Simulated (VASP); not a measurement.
Here is a VASP 6.6.1 calculation.

INCAR

```
SYSTEM = AlW3
PREC     = Accurate       ! precision mode
ENCUT    = 600            ! plane-wave cutoff, eV
EDIFF    = 1E-6           ! SCF threshold, eV
ISMEAR   = 0              ! smearing method
SIGMA    = 0.1            ! smearing width, eV
LREAL    = .FALSE.        ! projectors in reciprocal space
LASPH    = .TRUE.         ! aspherical terms in the spheres
NELM     = 100            ! most SCF steps
ALGO     = Fast           ! electronic algorithm
ISIF     = 3              ! what is computed and relaxed
LWAVE    = .FALSE.        ! write WAVECAR
LCHARG   = .FALSE.        ! write CHGCAR
GGA      = PE             ! functional
IBRION   = 2              ! ionic algorithm
NSW      = 100            ! ionic steps
EDIFFG   = -0.01          ! ionic threshold
```

Contents of KPOINTS:

```
Automatic mesh
0
G
  10 10 10
  0 0 0
```

File POSCAR:

```
AlW3
1.0
    4.5855805109      0.0000000000      0.0000000000
    0.0000000000      4.5855805109      0.0000000000
    0.0000000000      0.0000000000      4.5855805109
Al W
1 3
Direct
    0.0000000000      0.0000000000      0.0000000000
    0.5000000000      0.0000000000      0.0000000000
    0.0000000000      0.5000000000      0.0000000000
    0.0000000000      0.0000000000      0.5000000000
```

Potentials or basis: VASP PAW PBE potentials, release 64 (Al, W_sv).

Launch:

```bash
$ cat potpaw_PBE.64/Al/POTCAR potpaw_PBE.64/W_sv/POTCAR > POTCAR
$ mpirun -np 1 vasp_std > vasp.out
```

**Question.** Estimate the relaxed cell.

**Answer.** a = 4.591 Å, b = 4.591 Å, c = 4.591 Å, α = 90.00°, β = 90.00°, γ = 90.00°.

**Question.** What does it give for the space group after relaxing (to 0.1 Å)?

**Answer.** Pm-3m (No. 221).

Final structure:
```xyz
4
Lattice="4.5907 0.0000 0.0000 0.0000 4.5907 0.0000 0.0000 0.0000 4.5907" Properties=species:S:1:pos:R:3 pbc="T T T"
Al    0.0000    0.0000    0.0000
W     2.2954    0.0000    0.0000
W     0.0000    2.2954    0.0000
W     0.0000    0.0000    2.2954
```
